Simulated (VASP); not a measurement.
# Al (Fm-3m) in VASP: a series of runs

The runs below take Al through single point, with LDA.

Program: VASP 6.6.1. These are calculated values, not measurements. Logs are shortened: lines on timing, memory, paths and dates and some standing lists are left out, and cuts for length are marked.

## 1. The cell of the first run

The structure is cubic, space group Fm-3m (No. 225). The conventional cell has a = 3.264 Å, b = 3.264 Å, c = 3.264 Å, α = 90.00°, β = 90.00°, γ = 90.00°. Within 3.1 Å of Al (site symmetry m-3m) lie 12 Al at 2.31 Å.

## 2. Single point, LDA (volume scaled by 0.55)

The input, INCAR:

```
SYSTEM = Al
PREC = Accurate ; ENCUT = 520
EDIFF = 1E-7 ; ISMEAR = -1
SIGMA = 0.05 ; LREAL = .FALSE.
LASPH = .TRUE. ; NELM = 100
ALGO = Normal ; ISIF = 2
LWAVE = .FALSE. ; LCHARG = .TRUE.
LELF = .TRUE. ; LVHAR = .TRUE.
NBANDS = 8
```

The input, KPOINTS:

```
regular mesh
0
G
  18 18 18
  0 0 0
```

The input, POSCAR:

```
Al
1.0
    0.0000000000      1.6319069125      1.6319069125
    1.6319069125      0.0000000000      1.6319069125
    1.6319069125      1.6319069125      0.0000000000
Al
1
Direct
    0.0000000000      0.0000000000      0.0000000000
```

Potentials or basis: VASP PAW LDA potentials, release 64 (Al).

Started as:

```console
> cat potpaw_LDA.64/Al/POTCAR > POTCAR
> mpirun -np 1 vasp_std > vasp.out
```

OUTCAR:

```text
SYSTEM = Al
   PREC = Accurate
   ENCUT = 520
   EDIFF = 1E-7
   ISMEAR = -1
   LREAL = .FALSE.
   LASPH = .TRUE.
   NELM = 100
   ISIF = 2

 ion  position               nearest neighbor table
   1  0.000  0.000  0.000-

  LATTYP: Found a face centered cubic cell.
 ALAT       =     3.2638138250

  Lattice vectors:

 A1 = (   0.0000000000,   1.6319069125,   1.6319069125)
 A2 = (   1.6319069125,   0.0000000000,   1.6319069125)
 A3 = (   1.6319069125,   1.6319069125,   0.0000000000)

Analysis of symmetry for initial positions (statically):
=====================================================================
 Subroutine PRICEL returns:
 Original cell was already a primitive cell.

 Routine SETGRP: Setting up the symmetry group for a
 face centered cubic supercell.

 Subroutine GETGRP returns: Found 48 space group operations
 (whereof 48 operations were pure point group operations)
 out of a pool of 48 trial point group operations.

The static configuration has the point symmetry O_h .

Analysis of symmetry for dynamics (positions and initial velocities):
=====================================================================
 Subroutine PRICEL returns:
 Original cell was already a primitive cell.

 Routine SETGRP: Setting up the symmetry group for a
 face centered cubic supercell.

 Subroutine GETGRP returns: Found 48 space group operations
 (whereof 48 operations were pure point group operations)
 out of a pool of 48 trial point group operations.

The dynamic configuration has the point symmetry O_h .

 Subroutine INISYM returns: Found 48 space group operations
 (whereof 48 operations are pure point group operations),
 and found     1 'primitive' translations

----------------------------------------------------------------------------------------

                                     Primitive cell

  volume of cell :       8.6919

  direct lattice vectors                    reciprocal lattice vectors
     0.000000000  1.631906913  1.631906913    -0.306390025  0.306390025  0.306390025
     1.631906913  0.000000000  1.631906913     0.306390025 -0.306390025  0.306390025
     1.631906913  1.631906913  0.000000000     0.306390025  0.306390025 -0.306390025

  length of vectors
     2.307864888  2.307864888  2.307864888     0.530683091  0.530683091  0.530683091

  position of ions in fractional coordinates (direct lattice)
     0.000000000  0.000000000  0.000000000

  ion indices of the primitive-cell ions
   primitive index   ion index
                 1           1
[... 69 lines left out ...]
   LASPH  =      T    aspherical Exc in radial PAW
   ENCUT  =  520.0 eV  38.22 Ry    6.18 a.u.   4.29  4.29  4.29*2*pi/ulx,y,z
   NELM   =    100;   NELMIN=  2; NELMDL= -5     # of ELM steps
   EDIFF  = 0.1E-06   stopping-criterion for ELM
   LREAL  =      F    real-space projection
   EDIFFG = 0.1E-05   stopping-criterion for IOM
   NSW    =      0    number of steps for IOM
   IBRION =     -1    ionic relax: 0-MD 1-quasi-New 2-CG
   NFREE  =      0    steps in history (QN), initial steepest desc. (CG)
   ISIF   =      2    stress and relaxation
   ISYM   =      2    0-nonsym 1-usesym 2-fastsym
   POTIM  = 0.5000    time-step for ionic-motion
   TEBEG  =    0.0;   TEEND  =   0.0 temperature during run
   PSTRESS=    0.0 pullay stress
   NELECT =       3.0000    total number of electrons
   NUPDOWN=      -1.0000    fix difference up-down
   EMIN   =  10.00;   EMAX   =-10.00  energy-range for DOS
   EFERMI =   0.00;   METHOD = LEGACY
   ISMEAR =    -1;   SIGMA  =   0.05  broadening in eV -4-tet -1-fermi 0-gaus
   EFERMI_NEDOS =   21; number of points for ismear=-14 and -15
   IALGO  =     38    algorithm
   IMIX   =      4    mixing-type and parameters
     AMIX     =   0.40;   BMIX     =  1.00
     AMIX_MAG =   1.60;   BMIX_MAG =  1.00
  volume/ion in A,a.u.               =       8.69        58.66
  Fermi-wavevector in a.u.,A,eV,Ry     =   1.148356  2.170078 17.942295  1.318721
  Thomas-Fermi vector in A             =   2.285031
   LORBIT       =      0    0 simple, 1 ext, 2 COOP (PROOUT), +10 PAW based schemes
   GGA     = CA    functional components
   LHFCALC =     F    Hartree Fock is set to
   AEXX    =    0.0000 exact exchange contribution
   IVDW    =     0    specifies the selected vdW correction
   LEPSILON=     F    determine dielectric tensor
   LRPA    =     F    only Hartree local field effects (RPA)
 non-spin polarized calculation
  energy-cutoff  :      520.00
  volume of cell :        8.69
 maximum number of plane-waves:       259
 NGX is ok and might be reduce to    18
   NGX =  9   NGY =  9   NGZ =  9

 number of electron       3.0000000 magnetization

 Free energy of the ion-electron system (eV)
  ---------------------------------------------------
  ext. energy  EPLUGINS =         0.00000000
  ---------------------------------------------------
  free energy    TOTEN  =        -1.77836589 eV

  energy without entropy =       -1.77576109  energy(sigma->0) =       -1.77706349

 E-fermi :  16.0869     XC(G=0): -12.9587

 val. band max:       16.0767147572   @ k =  -0.2778   0.2778   0.0556
 cond. band min:      16.0870612887   @ k =  -0.4444   0.3333   0.1111
 fundamental gap:      0.0103465315
 Fermi energy:        16.0868703618

 k-point     1 :       0.0000    0.0000    0.0000
  band No.  band energies     occupation
      1       0.1739      2.00000
      2      33.0101      0.00000
      3      33.0101      0.00000
      4      33.0101      0.00000
      5      38.4481      0.00000
      6      40.6612      0.00000
      7      40.6612      0.00000
      8      40.6612      0.00000
[... 243 lines left out ...]
 k-point    24 :      -0.2222    0.0556    0.0000
  band No.  band energies     occupation
      1       2.6391      2.00000
      2      21.6781      0.00000
      3      29.9475      0.00000
      4      33.2521      0.00000
      5      37.2515      0.00000
      6      38.3002      0.00000
      7      39.7991      0.00000
      8      44.3396      0.00000

 [... further k-points ...]
[... 5 lines left out ...]
  --------------------------------------------------------------------------------------
  -------------------------------------------------------------------------------------
  Total        9.8206766      9.8206766      9.8206766      0.0000000     -0.0000000      0.0000000
  in kB     1810.2387144   1810.2387144   1810.2387144      0.0000000     -0.0000000      0.0000000
  external PRESSURE =    1810.2387144 kB  Pullay stress =       0.0000000 kB

 VOLUME and BASIS-vectors are now :
 -----------------------------------------------------------------------------
  energy-cutoff  :      520.00
  volume of cell :        8.69
      direct lattice vectors                 reciprocal lattice vectors
     0.000000000  1.631906913  1.631906913    -0.306390025  0.306390025  0.306390025
     1.631906913  0.000000000  1.631906913     0.306390025 -0.306390025  0.306390025
     1.631906913  1.631906913  0.000000000     0.306390025  0.306390025 -0.306390025

 POSITION                                       TOTAL-FORCE (eV/Angst)
 -----------------------------------------------------------------------------------
      0.00000      0.00000      0.00000         0.000000      0.000000     -0.000000
 -----------------------------------------------------------------------------------
    total drift:                               -0.000000     -0.000000     -0.000000

  FREE ENERGIE OF THE ION-ELECTRON SYSTEM (eV)
  ---------------------------------------------------
  free  energy   TOTEN  =        -1.7783658938 eV

  energy  without entropy=       -1.7757610943  energy(sigma->0) =       -1.77706349
```

It took 21 s on 1 thread of Intel Xeon 8259CL, shared host; peak memory 0.09 GiB.

What came out:

* Free energy: -1.7784 eV
* Pressure: 181.0 GPa

## 3. Single point, LDA (volume scaled by 0.64)

The input, INCAR:

```
  PREC = Accurate
  ENCUT = 520
  EDIFF = 1E-6
  ISMEAR = -1
  SIGMA = 0.05
  LREAL = F
  LASPH = T
  NELM = 100
  ALGO = Normal
  ISIF = 2
  LWAVE = F
  LCHARG = T
  LELF = T
  LVHAR = T
  NBANDS = 8
```

The input, KPOINTS:

```
Automatic mesh
0
Gamma
  18 18 18
```

The input, POSCAR:

```
Al
1.0
    0.0000000000      1.7164631211      1.7164631211
    1.7164631211      0.0000000000      1.7164631211
    1.7164631211      1.7164631211      0.0000000000
Al
1
Direct
    0.0000000000      0.0000000000      0.0000000000
```

Potentials or basis: VASP PAW LDA potentials, release 64 (Al).

Started as:

```console
> cat potpaw_LDA.64/Al/POTCAR > POTCAR
> mpirun -np 1 vasp_std > vasp.out
```

OUTCAR:

```text
PREC = Accurate
   ENCUT = 520
   EDIFF = 1E-6
   ISMEAR = -1
   LREAL = F
   LASPH = T
   NELM = 100
   ISIF = 2

 ion  position               nearest neighbor table
   1  0.000  0.000  0.000-

  LATTYP: Found a face centered cubic cell.
 ALAT       =     3.4329262422

  Lattice vectors:

 A1 = (   0.0000000000,   1.7164631211,   1.7164631211)
 A2 = (   1.7164631211,   0.0000000000,   1.7164631211)
 A3 = (   1.7164631211,   1.7164631211,   0.0000000000)

Analysis of symmetry for initial positions (statically):
[... 432 lines left out ...]
  band No.  band energies     occupation
      1       1.3039      2.00000
      2      18.8961      0.00000
      3      26.4306      0.00000
      4      29.6695      0.00000
      5      32.9822      0.00000
      6      34.0754      0.00000
      7      35.1710      0.00000
      8      38.6579      0.00000

 [... further k-points ...]
[... 5 lines left out ...]
  --------------------------------------------------------------------------------------
  -------------------------------------------------------------------------------------
  Total        6.2974321      6.2974321      6.2974321      0.0000000     -0.0000000      0.0000000
  in kB      997.5637322    997.5637322    997.5637322      0.0000000     -0.0000000      0.0000000
  external PRESSURE =     997.5637322 kB  Pullay stress =       0.0000000 kB

 VOLUME and BASIS-vectors are now :
 -----------------------------------------------------------------------------
  energy-cutoff  :      520.00
  volume of cell :       10.11
      direct lattice vectors                 reciprocal lattice vectors
     0.000000000  1.716463121  1.716463121    -0.291296675  0.291296675  0.291296675
     1.716463121  0.000000000  1.716463121     0.291296675 -0.291296675  0.291296675
     1.716463121  1.716463121  0.000000000     0.291296675  0.291296675 -0.291296675

 POSITION                                       TOTAL-FORCE (eV/Angst)
 -----------------------------------------------------------------------------------
      0.00000      0.00000      0.00000         0.000000      0.000000      0.000000
 -----------------------------------------------------------------------------------
    total drift:                               -0.000000      0.000000     -0.000000

  FREE ENERGIE OF THE ION-ELECTRON SYSTEM (eV)
  ---------------------------------------------------
  free  energy   TOTEN  =        -2.9893906422 eV

  energy  without entropy=       -2.9867472391  energy(sigma->0) =       -2.98806894
```

OSZICAR:

```text
N       E                     dE             d eps       ncg     rms          rms(c)
DAV:   1    -0.990822075406E+00   -0.99082E+00   -0.10480E+03  3144   0.216E+02
DAV:   2    -0.305575304873E+01   -0.20649E+01   -0.19777E+01  4488   0.244E+01
DAV:   3    -0.306324037736E+01   -0.74873E-02   -0.74829E-02  3976   0.157E+00
DAV:   4    -0.306324796267E+01   -0.75853E-05   -0.75861E-05  4984   0.444E-02
DAV:   5    -0.306324796960E+01   -0.69317E-08   -0.57579E-08  4040   0.643E-04    0.285E+00
DAV:   6    -0.301730150292E+01    0.45946E-01   -0.12788E-03  3736   0.194E-01    0.153E+00
DAV:   7    -0.298951756177E+01    0.27784E-01   -0.29477E-03  3680   0.284E-01    0.302E-01
DAV:   8    -0.298939087673E+01    0.12669E-03   -0.43109E-05  5208   0.332E-02    0.344E-02
DAV:   9    -0.298939064220E+01    0.23453E-06   -0.20725E-07  3784   0.268E-03
   1 F= -.29893906E+01 E0= -.29880689E+01  d E =-.264340E-02
```

Wall time 18 s (1 thread of Intel Xeon 8259CL, shared host); peak memory 0.09 GiB.

What came out:

| Property | Result |
| --- | --- |
| Free energy | -2.9894 eV |
| Pressure | 99.8 GPa |

Levels at points of the mesh, in eV from the Fermi level:
| k point | band 1 | band 2 | band 3 | band 4 |
| --- | --- | --- | --- | --- |
| (0.00, 0.00, 0.00) | -14.73 | 15.73 | 15.73 | 15.73 |
| (0.50, 0.00, 0.00) | -6.48 | -5.02 | 14.05 | 14.05 |
| (0.50, 0.50, 0.00) | -3.88 | -2.00 | 5.40 | 8.59 |
